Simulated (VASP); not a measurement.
# Ta2N (P-1) in VASP: a series of runs, part 2 of 2

VASP 6.6.1.

## (3) Single point, PBEsol (engineering shear strain xy -0.0350, normal strain along z +0.0700)

Contents of INCAR:

```
PREC     = Accurate       # precision mode
ENCUT    = 520            # plane-wave cutoff, eV
EDIFF    = 1E-7           # SCF threshold, eV
ISMEAR   = 0              # smearing method
SIGMA    = 0.15           # smearing width, eV
LREAL    = False          # projectors in reciprocal space
LASPH    = True           # aspherical terms in the spheres
NELM     = 60             # most SCF steps
ALGO     = Fast           # electronic algorithm
ISIF     = 2              # what is computed and relaxed
LWAVE    = False          # write WAVECAR
LCHARG   = False          # write CHGCAR
GGA      = PS             # functional
NBANDS   = 20             # bands
```

Contents of KPOINTS:

```
regular mesh
0
Gamma
  15 15 8
```

Contents of POSCAR:

```
Ta2N
1.0
    3.0782595490     -0.0538695421      0.0000000000
   -1.5857821664      2.6927857399      0.0000000000
    0.0000000000      0.0000000000      5.1616082426
Ta N
2 1
Direct
    0.6666666667      0.3333333333      0.7463700642
    0.3333333333      0.6666666667      0.2536299358
    0.0000000000      0.0000000000      0.0000000000
```

Potentials or basis: VASP PAW PBE potentials, release 64 (Ta_pv, N).

Launch:

```bash
> cat potpaw_PBE.64/Ta_pv/POTCAR potpaw_PBE.64/N/POTCAR > POTCAR
> mpirun -np 1 vasp_std > vasp.out
```

OUTCAR:

```text
PREC = Accurate
   ENCUT = 520
   EDIFF = 1E-7
   ISMEAR = 0
   LREAL = False
   LASPH = True
   NELM = 60
   ISIF = 2
   GGA = PS

 ion  position               nearest neighbor table
   1  0.667  0.333  0.746-   3 2.19   3 2.21   3 2.23   2 3.09   2 3.10   2 3.12   2 3.15   2 3.16
                             2 3.18
   2  0.333  0.667  0.254-   3 2.19   3 2.21   3 2.23   1 3.09   1 3.10   1 3.12   1 3.15   1 3.16
                             1 3.18
   3  0.000  0.000  0.000-   1 2.19   2 2.19   1 2.21   2 2.21   1 2.23   2 2.23

  LATTYP: Found a simple monoclinic cell.
 ALAT       =     3.0317268077
 B/A-ratio  =     1.7025307918
 C/A-ratio  =     1.0155040565
 COS(beta)  =    -0.4769806211

  Lattice vectors:

 A1 = (   1.4924773826,   2.6389161978,   0.0000000000)
 A2 = (   0.0000000000,   0.0000000000,  -5.1616082426)
 A3 = (  -3.0782595490,   0.0538695421,   0.0000000000)

Analysis of symmetry for initial positions (statically):
=====================================================================
[... 165 lines left out ...]
 number of electron      26.9999998 magnetization

 Free energy of the ion-electron system (eV)
  ---------------------------------------------------
  ext. energy  EPLUGINS =         0.00000000
  ---------------------------------------------------
  free energy    TOTEN  =       -36.25489249 eV

  energy without entropy =      -36.23910628  energy(sigma->0) =      -36.24699938

 E-fermi :   6.9111     XC(G=0): -12.7893

 val. band max:        6.9087413798   @ k =   0.0000   0.2000   0.2500
 cond. band min:       6.9112457317   @ k =   0.2000   0.3333   0.2500
 fundamental gap:      0.0025043519
 Fermi energy:         6.9111017856

 k-point     1 :       0.0000    0.0000    0.0000
  band No.  band energies     occupation
      1     -28.6766      2.00000
      2     -28.0151      2.00000
      3     -27.9592      2.00000
      4     -27.9464      2.00000
      5     -27.9378      2.00000
      6     -27.8836      2.00000
[... 541 lines left out ...]
     19       9.3785      0.00000
     20      11.3350      0.00000

 [... further k-points ...]
[... 5 lines left out ...]
  --------------------------------------------------------------------------------------
  -------------------------------------------------------------------------------------
  Total       -3.3722066     -3.3968819     -6.4156029      1.1715230     -0.0100898     -0.4189091
  in kB     -127.5944071   -128.5280486   -242.7475962     44.3269928     -0.3817702    -15.8502905
  external PRESSURE =    -166.2900173 kB  Pullay stress =       0.0000000 kB

 VOLUME and BASIS-vectors are now :
 -----------------------------------------------------------------------------
  energy-cutoff  :      520.00
  volume of cell :       42.34
      direct lattice vectors                 reciprocal lattice vectors
     3.078259549 -0.053869542  0.000000000     0.328241674  0.193301601  0.000000000
    -1.585782166  2.692785740  0.000000000     0.006566519  0.375229657  0.000000000
     0.000000000  0.000000000  5.161608243     0.000000000  0.000000000  0.193738066

 POSITION                                       TOTAL-FORCE (eV/Angst)
 -----------------------------------------------------------------------------------
      1.52358      0.86168      3.85247         0.057306     -0.002533     -0.083196
     -0.03110      1.77723      1.30914        -0.057306      0.002533      0.083196
      0.00000      0.00000      0.00000         0.000000     -0.000000      0.000000
 -----------------------------------------------------------------------------------
    total drift:                                0.000000     -0.000000      0.000000

  FREE ENERGIE OF THE ION-ELECTRON SYSTEM (eV)
  ---------------------------------------------------
  free  energy   TOTEN  =       -36.2548924908 eV

  energy  without entropy=      -36.2391062787  energy(sigma->0) =      -36.24699938
```

OSZICAR:

```text
N       E                     dE             d eps       ncg     rms          rms(c)
DAV:   1     0.209716912648E+03    0.20972E+03   -0.14941E+04 36064   0.138E+03
DAV:   2    -0.299360721225E+02   -0.23965E+03   -0.23345E+03 40864   0.393E+02
DAV:   3    -0.393705546799E+02   -0.94345E+01   -0.92513E+01 46032   0.699E+01
DAV:   4    -0.395019171237E+02   -0.13136E+00   -0.13031E+00 44916   0.776E+00
DAV:   5    -0.395034787499E+02   -0.15616E-02   -0.15602E-02 44560   0.685E-01    0.249E+01
RMM:   6    -0.365858591054E+02    0.29176E+01   -0.88741E+00 45946   0.159E+01    0.115E+01
RMM:   7    -0.362886521979E+02    0.29721E+00   -0.12352E+00 44184   0.727E+00    0.583E+00
RMM:   8    -0.362506562695E+02    0.37996E-01   -0.54263E-01 46204   0.400E+00    0.476E-01
RMM:   9    -0.362544391714E+02   -0.37829E-02   -0.10809E-01 49169   0.165E+00    0.497E-01
RMM:  10    -0.362547250784E+02   -0.28591E-03   -0.18980E-02 49179   0.676E-01    0.106E-01
RMM:  11    -0.362548299816E+02   -0.10490E-03   -0.29918E-03 50345   0.315E-01    0.511E-02
RMM:  12    -0.362548900630E+02   -0.60081E-04   -0.69095E-04 51505   0.128E-01    0.386E-02
RMM:  13    -0.362548910609E+02   -0.99795E-06   -0.11764E-04 51295   0.615E-02    0.771E-03
RMM:  14    -0.362548922007E+02   -0.11398E-05   -0.20726E-05 50172   0.293E-02    0.301E-03
RMM:  15    -0.362548923750E+02   -0.17426E-06   -0.42732E-06 51958   0.127E-02    0.297E-03
RMM:  16    -0.362548925079E+02   -0.13288E-06   -0.95960E-07 45309   0.753E-03    0.211E-03
RMM:  17    -0.362548924908E+02    0.17055E-07   -0.25107E-07 35897   0.397E-03
   1 F= -.36254892E+02 E0= -.36246999E+02  d E =-.157862E-01
```

stdout:

```text
POSCAR found type information on POSCAR TaN
 POSCAR found :  2 types and       3 ions
 scaLAPACK will be used
 -----------------------------------------------------------------------------
|                                                                             |
|                                                                             |
|     You enforced a specific xc type in the INCAR file but a different       |
|     I HOPE YOU KNOW WHAT YOU ARE DOING!                                     |
|                                                                             |
 -----------------------------------------------------------------------------

 LDA part: xc-table for (Slater+PW92), standard interpolation
 POSCAR, INCAR and KPOINTS ok, starting setup
 FFT: planning ... GRIDC
 FFT: planning ... GRID_SOFT
 FFT: planning ... GRID
 WAVECAR not read
 entering main loop
WARNING in EDDRMM: call to ZHEGV failed, returncode =   6  3     20
```

Wall time 26 min (1 thread of Oxide Virtual Turin-like, shared host); peak memory 0.68 GiB.

Results:

| Property | Result |
| --- | --- |
| Free energy | -36.2549 eV |
| Pressure | -16.6 GPa |
| Largest force | 0.101 eV/Å |
| Band gap on the k mesh | zero (an odd number of electrons rules out a gap without spin polarisation) |

Forces in eV/Å, atoms in the order of the input:
```
Ta   0.057 -0.003 -0.083
Ta  -0.057  0.003  0.083
N    0.000  0.000  0.000
```

Levels at points of the mesh, in eV from the Fermi level:
```
           k point  band 11  band 12  band 13  band 14  band 15  band 16
(0.00, 0.00, 0.00)    -5.05    -1.17    -0.51     0.10     0.23     0.65
(0.00, 0.00, 0.50)    -3.19    -2.83    -1.07    -0.47     1.33     1.77
```

Caveat: the cell differs from its parent crystal (engineering shear strain xy -0.0350, normal strain along z +0.0700); the stress differs along the axes, from -24 to -13 GPa; the PAW data sets were made with another functional, which shifts forces and pressure a little; spin-orbit coupling is left out, which moves the levels of the heavy elements.
